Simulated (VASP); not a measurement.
# AgCl (Pm-3m) in VASP: notebook

Runs on AgCl. Level: PBE. Tasks: single point.

All numbers are computed with VASP 6.6.1; they aren't measurements. Logs are shortened: lines on timing, memory, paths and dates and some standing lists are left out, and cuts for length are marked.

## 1. The cell of the first run

Symmetry: Pm-3m, No. 221, cubic system. Conventional cell: a = 3.434 Å, b = 3.434 Å, c = 3.434 Å, α = 90.00°, β = 90.00°, γ = 90.00°. Within 3.9 Å of Ag (site symmetry m-3m) lie 8 Cl at 2.97 Å and 6 Ag at 3.43 Å. Cl (site symmetry m-3m) has 8 Ag at 2.97 Å and 6 Cl at 3.43 Å within 3.9 Å.

## 2. Single point, PBE

Input file INCAR:

```
  ALGO = Normal
  EDIFF = 1E-6
  ENCUT = 520
  GGA = PE
  ISIF = 2
  ISMEAR = 0
  LASPH = True
  LCHARG = False
  LREAL = False
  LWAVE = False
  NBANDS = 16
  NELM = 100
  PREC = Accurate
  SIGMA = 0.02
```

Input file KPOINTS:

```
k-points
0
Gamma
  12 12 12
```

Input file POSCAR:

```
AgCl
1.0
    3.4339730000      0.0000000000      0.0000000000
    0.0000000000      3.4339730000      0.0000000000
    0.0000000000      0.0000000000      3.4339730000
Ag Cl
1 1
Direct
    0.0000000000      0.0000000000      0.0000000000
    0.5000000000      0.5000000000      0.5000000000
```

Potentials or basis: VASP PAW PBE potentials, release 64 (Ag, Cl).

Command:

```sh
$ cat potpaw_PBE.64/Ag/POTCAR potpaw_PBE.64/Cl/POTCAR > POTCAR
$ mpirun -np 1 vasp_std > vasp.out
```

OUTCAR:

```text
EDIFF = 1E-6
   ENCUT = 520
   GGA = PE
   ISIF = 2
   ISMEAR = 0
   LASPH = True
   LREAL = False
   NELM = 100
   PREC = Accurate

 ion  position               nearest neighbor table
   1  0.000  0.000  0.000-   2 2.97   2 2.97   2 2.97   2 2.97   2 2.97   2 2.97   2 2.97   2 2.97

   2  0.500  0.500  0.500-   1 2.97   1 2.97   1 2.97   1 2.97   1 2.97   1 2.97   1 2.97   1 2.97

  LATTYP: Found a simple cubic cell.
 ALAT       =     3.4339730000

  Lattice vectors:

 A1 = (   3.4339730000,   0.0000000000,   0.0000000000)
 A2 = (   0.0000000000,   3.4339730000,   0.0000000000)
 A3 = (   0.0000000000,   0.0000000000,   3.4339730000)

Analysis of symmetry for initial positions (statically):
=====================================================================
 Subroutine PRICEL returns:
 Original cell was already a primitive cell.

 Routine SETGRP: Setting up the symmetry group for a
 simple cubic supercell.

 Subroutine GETGRP returns: Found 48 space group operations
 (whereof 48 operations were pure point group operations)
 out of a pool of 48 trial point group operations.

The static configuration has the point symmetry O_h .

Analysis of symmetry for dynamics (positions and initial velocities):
=====================================================================
 Subroutine PRICEL returns:
 Original cell was already a primitive cell.

 Routine SETGRP: Setting up the symmetry group for a
 simple cubic supercell.

 Subroutine GETGRP returns: Found 48 space group operations
 (whereof 48 operations were pure point group operations)
 out of a pool of 48 trial point group operations.

The dynamic configuration has the point symmetry O_h .

 Subroutine INISYM returns: Found 48 space group operations
 (whereof 48 operations are pure point group operations),
 and found     1 'primitive' translations

----------------------------------------------------------------------------------------

                                     Primitive cell

  volume of cell :      40.4940

  direct lattice vectors                    reciprocal lattice vectors
     3.433973000  0.000000000  0.000000000     0.291207881  0.000000000  0.000000000
     0.000000000  3.433973000  0.000000000     0.000000000  0.291207881  0.000000000
     0.000000000  0.000000000  3.433973000     0.000000000  0.000000000  0.291207881

  length of vectors
     3.433973000  3.433973000  3.433973000     0.291207881  0.291207881  0.291207881

  position of ions in fractional coordinates (direct lattice)
     0.000000000  0.000000000  0.000000000
     0.500000000  0.500000000  0.500000000

  ion indices of the primitive-cell ions
   primitive index   ion index
                 1           1
                 2           2

----------------------------------------------------------------------------------------

 KPOINTS: k-points

Automatic generation of k-mesh.
 Grid dimensions read from file:
 generate k-points for:   12   12   12

 Generating k-lattice:

  Cartesian coordinates                     Fractional coordinates (reciprocal lattice)
     0.024267323  0.000000000  0.000000000     0.083333333  0.000000000  0.000000000
     0.000000000  0.024267323  0.000000000     0.000000000  0.083333333  0.000000000
     0.000000000  0.000000000  0.024267323     0.000000000  0.000000000  0.083333333

  Length of vectors
     0.024267323  0.024267323  0.024267323

  Shift w.r.t. Gamma in fractional coordinates (k-lattice)
     0.000000000  0.000000000  0.000000000

 Subroutine IBZKPT returns following result:
 ===========================================

 Found     84 irreducible k-points:

 Following reciprocal coordinates:
            Coordinates               Weight
  0.000000  0.000000  0.000000      1.000000
  0.083333  0.000000  0.000000      6.000000
  0.166667  0.000000  0.000000      6.000000
  0.250000  0.000000  0.000000      6.000000
  0.333333  0.000000  0.000000      6.000000
  0.416667  0.000000  0.000000      6.000000
[... 16 lines left out ...]
  0.333333  0.333333  0.000000     12.000000
  0.416667  0.333333  0.000000     24.000000
 [... further k-points ...]
   k-points           NKPTS =     84   k-points in BZ     NKDIM =     84   number of bands    NBANDS=     16
   number of dos      NEDOS =    301   number of ions     NIONS =      2
   total plane-waves  NPLWV =  21952
   dimension x,y,z NGX =    28 NGY =   28 NGZ =   28
   dimension x,y,z NGXF=    56 NGYF=   56 NGZF=   56
   ions per type =               1   1
   NGX,Y,Z   is equivalent  to a cutoff of  13.56, 13.56, 13.56 a.u.
   NGXF,Y,Z  is equivalent  to a cutoff of  27.11, 27.11, 27.11 a.u.
 SYSTEM =  unknown system
   PREC   = accura    normal or accurate (medium, high low for compatibility)
   ISTART =      0    job   : 0-new  1-cont  2-samecut
   ICHARG =      2    charge: 1-file 2-atom 10-const
   ISPIN  =      1    spin polarized calculation?
   LNONCOLLINEAR =      F non collinear calculations
   LSORBIT =      F    spin-orbit coupling
   LASPH  =      T    aspherical Exc in radial PAW
   ENCUT  =  520.0 eV  38.22 Ry    6.18 a.u.   6.38  6.38  6.38*2*pi/ulx,y,z
   NELM   =    100;   NELMIN=  2; NELMDL= -5     # of ELM steps
   EDIFF  = 0.1E-05   stopping-criterion for ELM
   LREAL  =      F    real-space projection
[... 7 lines left out ...]
   TEBEG  =    0.0;   TEEND  =   0.0 temperature during run
   PSTRESS=    0.0 pullay stress
   NELECT =      18.0000    total number of electrons
   NUPDOWN=      -1.0000    fix difference up-down
   EMIN   =  10.00;   EMAX   =-10.00  energy-range for DOS
   EFERMI =   0.00;   METHOD = LEGACY
   ISMEAR =     0;   SIGMA  =   0.02  broadening in eV -4-tet -1-fermi 0-gaus
   EFERMI_NEDOS =   21; number of points for ismear=-14 and -15
   IALGO  =     38    algorithm
   IMIX   =      4    mixing-type and parameters
     AMIX     =   0.40;   BMIX     =  1.00
     AMIX_MAG =   1.60;   BMIX_MAG =  1.00
  volume/ion in A,a.u.               =      20.25       136.63
  Fermi-wavevector in a.u.,A,eV,Ry     =   1.249402  2.361027 21.238760  1.561005
  Thomas-Fermi vector in A             =   2.383444
   LORBIT       =      0    0 simple, 1 ext, 2 COOP (PROOUT), +10 PAW based schemes
   GGA     = PE    functional components
   LHFCALC =     F    Hartree Fock is set to
   AEXX    =    0.0000 exact exchange contribution
   IVDW    =     0    specifies the selected vdW correction
   LEPSILON=     F    determine dielectric tensor
   LRPA    =     F    only Hartree local field effects (RPA)
 non-spin polarized calculation
 Gauss-broadening in eV      SIGMA  =   0.02
  energy-cutoff  :      520.00
  volume of cell :       40.49
 maximum number of plane-waves:      1108
 NGX is ok and might be reduce to    28
   NGX = 13   NGY = 13   NGZ = 13

 number of electron      18.0000002 magnetization

 Free energy of the ion-electron system (eV)
  ---------------------------------------------------
  ext. energy  EPLUGINS =         0.00000000
  ---------------------------------------------------
  free energy    TOTEN  =        -5.12232928 eV

  energy without entropy =       -5.12232928  energy(sigma->0) =       -5.12232928

 E-fermi :   3.9979     XC(G=0): -10.3849

 val. band max:        3.8845175483   @ k =   0.5000   0.0000   0.0000
 cond. band min:       4.4588099441   @ k =   0.0000   0.0000   0.0000
 fundamental gap:      0.5742923958
 Fermi energy:         3.9979265974

 k-point     1 :       0.0000    0.0000    0.0000
  band No.  band energies     occupation
      1     -10.6844      2.00000
      2       1.1707      2.00000
      3       1.1707      2.00000
      4       2.1078      2.00000
      5       2.1078      2.00000
      6       2.1078      2.00000
[... 8 lines left out ...]
     15      17.5439      0.00000
     16      20.2782      0.00000

 k-point     2 :       0.0833    0.0000    0.0000
  band No.  band energies     occupation
      1     -10.6562      2.00000
      2       1.1031      2.00000
      3       1.1801      2.00000
      4       1.8852      2.00000
      5       1.8852      2.00000
      6       2.1110      2.00000
[... 8 lines left out ...]
     15      17.3270      0.00000
     16      20.2506      0.00000

 k-point     3 :       0.1667    0.0000    0.0000
  band No.  band energies     occupation
      1     -10.5773      2.00000
      2       0.6977      2.00000
      3       1.2061      2.00000
      4       1.6035      2.00000
      5       1.6035      2.00000
      6       1.9052      2.00000
[... 8 lines left out ...]
     15      17.1347      0.00000
     16      20.1756      0.00000

 k-point     4 :       0.2500    0.0000    0.0000
  band No.  band energies     occupation
      1     -10.4648      2.00000
      2       0.0332      2.00000
      3       1.2420      2.00000
      4       1.3651      2.00000
      5       1.3651      2.00000
      6       2.0224      2.00000
[... 8 lines left out ...]
     15      17.6767      0.00000
     16      20.0743      0.00000
[... 324 lines left out ...]
 k-point    22 :       0.5000    0.2500    0.0000
  band No.  band energies     occupation
      1     -10.0764      2.00000
      2      -0.5473      2.00000
      3       0.7413      2.00000
      4       1.3467      2.00000
      5       1.4834      2.00000
      6       1.9850      2.00000
[... 8 lines left out ...]
     15      18.4712      0.00000
     16      20.5970      0.00000

 k-point    23 :       0.3333    0.3333    0.0000
  band No.  band energies     occupation
      1     -10.0921      2.00000
      2      -0.0660      2.00000
      3       0.5216      2.00000
      4       1.4900      2.00000
      5       1.5264      2.00000
      6       1.8941      2.00000
[... 8 lines left out ...]
     15      17.9765      0.00000
     16      19.5809      0.00000

 k-point    24 :       0.4167    0.3333    0.0000
  band No.  band energies     occupation
      1     -10.0254      2.00000
      2      -0.1255      2.00000
      3       0.5185      2.00000
      4       1.5162      2.00000
      5       1.5394      2.00000
      6       1.8902      2.00000
[... 8 lines left out ...]
     15      17.9422      0.00000
     16      20.2467      0.00000

 [... further k-points ...]

------------------------ aborting loop because EDIFF is reached ----------------------------------------

  FORCE on cell =-STRESS in cart. coord.  units (eV):
  Direction    XX          YY          ZZ          XY          YZ          ZX
  --------------------------------------------------------------------------------------
  -------------------------------------------------------------------------------------
  Total       -0.0635323     -0.0635323     -0.0635323     -0.0000000      0.0000000     -0.0000000
  in kB       -2.5137076     -2.5137076     -2.5137076     -0.0000000      0.0000000     -0.0000000
  external PRESSURE =      -2.5137076 kB  Pullay stress =       0.0000000 kB

 VOLUME and BASIS-vectors are now :
 -----------------------------------------------------------------------------
  energy-cutoff  :      520.00
  volume of cell :       40.49
      direct lattice vectors                 reciprocal lattice vectors
     3.433973000  0.000000000  0.000000000     0.291207881  0.000000000  0.000000000
     0.000000000  3.433973000  0.000000000     0.000000000  0.291207881  0.000000000
     0.000000000  0.000000000  3.433973000     0.000000000  0.000000000  0.291207881

 POSITION                                       TOTAL-FORCE (eV/Angst)
 -----------------------------------------------------------------------------------
      0.00000      0.00000      0.00000         0.000000      0.000000      0.000000
      1.71699      1.71699      1.71699         0.000000      0.000000      0.000000
 -----------------------------------------------------------------------------------
    total drift:                               -0.000000      0.000000      0.000000

  FREE ENERGIE OF THE ION-ELECTRON SYSTEM (eV)
  ---------------------------------------------------
  free  energy   TOTEN  =        -5.1223292765 eV

  energy  without entropy=       -5.1223292765  energy(sigma->0) =       -5.12232928
```

Wall time 39 s (1 thread of Intel Xeon Platinum 8488C (Sapphire Rapids), shared host); peak memory 0.19 GiB.

What came out:

```yaml
Free_energy: -5.1223 eV
Pressure: -0.3 GPa
Band_gap_on_the_k_mesh: 0.57 eV, indirect (least direct gap 2.08 eV)
```

A k mesh can miss the band edges. As with any semilocal functional, this PBE gap is likely too small.

## 3. Single point, PBE

Input file INCAR:

```
SYSTEM = AgCl
ALGO = Normal
EDIFF = 1E-6
ENCUT = 500
GGA = PE
GGA_COMPAT = .FALSE.
ISIF = 2
ISMEAR = 0
LASPH = .TRUE.
LCHARG = .TRUE.
LELF = .TRUE.
LREAL = .FALSE.
LVHAR = .TRUE.
LWAVE = .FALSE.
NBANDS = 16
NELM = 120
PREC = Accurate
SIGMA = 0.02
```

Input file KPOINTS:

```
Automatic mesh
0
Gamma
  4 4 4
  0.5 0.5 0.5
```

POSCAR is that of step 2.

Potentials or basis: VASP PAW PBE potentials, release 64 (Ag, Cl).

Command:

```sh
$ cat potpaw_PBE.64/Ag/POTCAR potpaw_PBE.64/Cl/POTCAR > POTCAR
$ mpirun -np 1 vasp_std > vasp.out
```

Wall time 14 s (1 thread of AMD EPYC 7R13, shared host); peak memory 0.12 GiB.

Results (log left out):

```yaml
Free_energy: -5.1447 eV
Pressure: -0.4 GPa
Band_gap_on_the_k_mesh: 2.67 eV, indirect (least direct gap 3.57 eV)
```

Levels at points of the mesh, in eV from the valence-band top:
| k point | band 6 | band 7 | band 8 | band 9 | band 10 | band 11 | band 12 | band 13 |
| --- | --- | --- | --- | --- | --- | --- | --- | --- |
| (0.12, 0.12, 0.12) | -1.89 | -1.22 | -0.90 | -0.90 | 2.67 | 9.79 | 9.79 | 11.10 |

A k mesh can miss the band edges. As with any semilocal functional, this PBE gap is likely too small.

(Part 1 of 2 ends here.)
